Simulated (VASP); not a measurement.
# Li4TaO (I422) in VASP: single point with PBE

Aim: the single point of Li4TaO with PBE.

All numbers are computed with VASP 6.6.1; they aren't measurements. Logs are shortened: lines on timing, memory, paths and dates and some standing lists are left out, and cuts for length are marked.

## Step 1: The cell of the first run

The structure is tetragonal, space group I422 (No. 97). Conventional cell: a = 7.379 Å, b = 7.379 Å, c = 3.885 Å, α = 90.00°, β = 90.00°, γ = 90.00°. Li (site symmetry 2) has 7 Li at 2.84 to 3.14 Å and 2 Ta at 2.97 Å and 2 O at 2.97 Å within 3.7 Å. Ta (site symmetry 422) has 2 O at 1.94 Å within 2.6 Å. O (site symmetry 422) has 2 Ta at 1.94 Å within 2.6 Å.

The cell was built from a structure type or drawn by symmetry, and may not be a known phase.

## Step 2: Single point, PBE, collinear spin

INCAR

```
  PREC = Accurate
  ENCUT = 520
  EDIFF = 1E-7
  ISMEAR = 0
  SIGMA = 0.1
  LREAL = False
  LASPH = True
  NELM = 150
  ALGO = Normal
  ISIF = 2
  LWAVE = False
  LCHARG = False
  ISPIN = 2
  MAGMOM = 0.11 0.11 0.11 0.11 1.52 0
  LORBIT = 11
  LMAXMIX = 4
  GGA = PE
  NBANDS = 28
```

KPOINTS

```
Automatic mesh
0
Gamma
  10 10 10
```

POSCAR

```
Li4TaO
1.0
   -3.6896457500      3.6896457500      1.9423459054
    3.6896457500     -3.6896457500      1.9423459054
    3.6896457500      3.6896457500     -1.9423459054
Li Ta O
4 1 1
Direct
    0.9006663708      0.4006663708      0.8013327415
    0.5993336292      0.0993336292      0.1986672585
    0.0993336292      0.9006663708      0.5000000000
    0.4006663708      0.5993336292      0.5000000000
    0.5000000000      0.5000000000      0.0000000000
    0.0000000000      0.0000000000      0.0000000000
```

Potentials or basis: VASP PAW PBE potentials, release 64 (Li_sv, Ta_pv, O).

The run is started by

```console
$ cat potpaw_PBE.64/Li_sv/POTCAR potpaw_PBE.64/Ta_pv/POTCAR potpaw_PBE.64/O/POTCAR > POTCAR
$ mpirun -np 1 vasp_std > vasp.out
```

OUTCAR:

```text
PREC = Accurate
   ENCUT = 520
   EDIFF = 1E-7
   ISMEAR = 0
   LREAL = False
   LASPH = True
   NELM = 150
   ISIF = 2
   ISPIN = 2
   LORBIT = 11
   GGA = PE

 ion  position               nearest neighbor table
   1  0.901  0.401  0.801-   5 2.97   5 2.97
   2  0.599  0.099  0.199-   5 2.97   5 2.97
   3  0.099  0.901  0.500-   5 2.97   5 2.97
   4  0.401  0.599  0.500-   5 2.97   5 2.97
   5  0.500  0.500  0.000-   6 1.94   6 1.94   3 2.97   4 2.97   3 2.97   4 2.97   1 2.97   2 2.97
                             1 2.97   2 2.97
   6  0.000  0.000  0.000-   5 1.94   5 1.94

  LATTYP: Found a body centered tetragonal cell.
 ALAT       =     7.3792915000
 C/A-ratio  =     0.5264315430

  Lattice vectors:

 A1 = (  -3.6896457500,   3.6896457500,   1.9423459054)
 A2 = (   3.6896457500,  -3.6896457500,   1.9423459054)
 A3 = (   3.6896457500,   3.6896457500,  -1.9423459054)

Analysis of symmetry for initial positions (statically):
=====================================================================
 Subroutine PRICEL returns:
 Original cell was already a primitive cell.

 Routine SETGRP: Setting up the symmetry group for a
 body centered tetragonal supercell.

 Subroutine GETGRP returns: Found  8 space group operations
 (whereof  8 operations were pure point group operations)
 out of a pool of 16 trial point group operations.

The static configuration has the point symmetry D_4 .

Analysis of symmetry for dynamics (positions and initial velocities):
=====================================================================
 Subroutine PRICEL returns:
 Original cell was already a primitive cell.

 Routine SETGRP: Setting up the symmetry group for a
 body centered tetragonal supercell.

 Subroutine GETGRP returns: Found  8 space group operations
 (whereof  8 operations were pure point group operations)
 out of a pool of 16 trial point group operations.

The dynamic configuration has the point symmetry D_4 .

Analysis of structural, dynamic, and magnetic symmetry:
=====================================================================
 Subroutine PRICEL returns:
 Original cell was already a primitive cell.

 Routine SETGRP: Setting up the symmetry group for a
 body centered tetragonal supercell.

 Subroutine GETGRP returns: Found  8 space group operations
 (whereof  8 operations were pure point group operations)
 out of a pool of 16 trial point group operations.

The overall configuration has the point symmetry D_4 .

 Subroutine INISYM returns: Found  8 space group operations
 (whereof  8 operations are pure point group operations),
[... 140 lines left out ...]
 NGX is ok and might be reduce to    42
   NGX = 21   NGY = 21   NGZ = 21

 number of electron      28.9999995 magnetization       0.6473024

 Free energy of the ion-electron system (eV)
  ---------------------------------------------------
  ext. energy  EPLUGINS =         0.00000000
  ---------------------------------------------------
  free energy    TOTEN  =       -25.99376868 eV

  energy without entropy =      -25.97391388  energy(sigma->0) =      -25.98384128

 E-fermi :   1.8870     XC(G=0):  -8.3742

 val. band max:        1.8852629093   @ k =  -0.2000  -0.3000   0.1000
 cond. band min:       1.8874252051   @ k =   0.1000  -0.0000   0.0000
 fundamental gap:      0.0021622958
 Fermi energy:         1.8869853881

 spin component 1

 k-point     1 :       0.0000    0.0000    0.0000
  band No.  band energies     occupation
      1     -44.4386      1.00000
      2     -44.4200      1.00000
      3     -44.4134      1.00000
      4     -44.4134      1.00000
      5     -33.8966      1.00000
      6     -33.2587      1.00000
[... 685 lines left out ...]
     25       8.9463      0.00000
     26       9.6985      0.00000

 [... further k-points ...]

 spin component 2

 k-point     1 :       0.0000    0.0000    0.0000
  band No.  band energies     occupation
      1     -44.4310      1.00000
      2     -44.4125      1.00000
      3     -44.4059      1.00000
      4     -44.4059      1.00000
      5     -33.7976      1.00000
      6     -32.9647      1.00000
[... 685 lines left out ...]
     25       9.0708      0.00000
     26       9.8299      0.00000

 [... further k-points ...]

 [bands above 26 left out]

------------------------ aborting loop because EDIFF is reached ----------------------------------------

  FORCE on cell =-STRESS in cart. coord.  units (eV):
  Direction    XX          YY          ZZ          XY          YZ          ZX
  --------------------------------------------------------------------------------------
  -------------------------------------------------------------------------------------
  Total        0.0481355      0.0481355      0.3109066      0.0000000      0.0000000      0.0000000
  in kB        0.7291560      0.7291560      4.7096061      0.0000000      0.0000000      0.0000000
  external PRESSURE =       2.0559727 kB  Pullay stress =       0.0000000 kB

 VOLUME and BASIS-vectors are now :
 -----------------------------------------------------------------------------
  energy-cutoff  :      520.00
  volume of cell :      105.77
      direct lattice vectors                 reciprocal lattice vectors
    -3.689645750  3.689645750  1.942345905     0.000000000  0.135514365  0.257420678
     3.689645750 -3.689645750  1.942345905     0.135514365  0.000000000  0.257420678
     3.689645750  3.689645750 -1.942345905     0.135514365  0.135514365  0.000000000

 POSITION                                       TOTAL-FORCE (eV/Angst)
 -----------------------------------------------------------------------------------
      1.11181      4.80146      0.97117        -0.006858     -0.006858     -0.000000
     -1.11181      2.57783      0.97117         0.006858      0.006858      0.000000
      4.80146     -1.11181      0.97117        -0.006858      0.006858     -0.000000
      2.57783      1.11181      0.97117         0.006858     -0.006858     -0.000000
      0.00000      0.00000      1.94235        -0.000000     -0.000000     -0.000000
      0.00000      0.00000      0.00000        -0.000000     -0.000000     -0.000000
 -----------------------------------------------------------------------------------
    total drift:                                0.000000     -0.000000      0.000000

  FREE ENERGIE OF THE ION-ELECTRON SYSTEM (eV)
  ---------------------------------------------------
  free  energy   TOTEN  =       -25.9937686834 eV

  energy  without entropy=      -25.9739138783  energy(sigma->0) =      -25.98384128

 total charge

# of ion       s       p       d       tot
------------------------------------------
    1        2.031   0.050   0.000   2.081
    2        2.031   0.050   0.000   2.081
    3        2.031   0.050   0.000   2.081
    4        2.031   0.050   0.000   2.081
    5        0.390   6.136   2.254   8.779
    6        1.583   3.466   0.000   5.049
--------------------------------------------------
tot         10.097   9.801   2.254  22.151

 magnetization (x)

# of ion       s       p       d       tot
------------------------------------------
    1        0.002   0.002   0.000   0.003
    2        0.002   0.002   0.000   0.003
    3        0.002   0.002   0.000   0.003
    4        0.002   0.002   0.000   0.003
    5        0.012   0.006   0.358   0.376
    6       -0.000  -0.010   0.000  -0.010
--------------------------------------------------
tot          0.018   0.003   0.358   0.379
```

stdout:

```text
POSCAR found type information on POSCAR LiTaO
 POSCAR found :  3 types and       6 ions
 scaLAPACK will be used
 LDA part: xc-table for (Slater+PW92), standard interpolation
 POSCAR, INCAR and KPOINTS ok, starting setup
 FFT: planning ... GRIDC
 FFT: planning ... GRID_SOFT
 FFT: planning ... GRID
 WAVECAR not read
 entering main loop
```

Wall time 18 min (1 thread of Oxide Virtual Turin-like, shared host); peak memory 0.6 GiB.

Results:

```
Free energy                                           : -25.9938 eV
Largest force                                         : 0.010 eV/Å
Net moment                                            : 0.65 μB per cell
Site moments                                          : Li +0.00; Ta +0.38; O -0.01 μB
Valence electrons inside the program's atomic spheres : Li 2.08; Ta 8.78; O 5.05
```

Forces in eV/Å, atoms in the order of the input:
```
Li  -0.007 -0.007  0.000
Li   0.007  0.007  0.000
Li  -0.007  0.007  0.000
Li   0.007 -0.007  0.000
Ta   0.000  0.000  0.000
O    0.000  0.000  0.000
```

Caveat: the cutoff is under 1.25 times the usual one of these potentials, so pressure, stress and relaxed cells hold a basis-set (Pulay) error; spin-orbit coupling is left out, which moves the levels of the heavy elements.
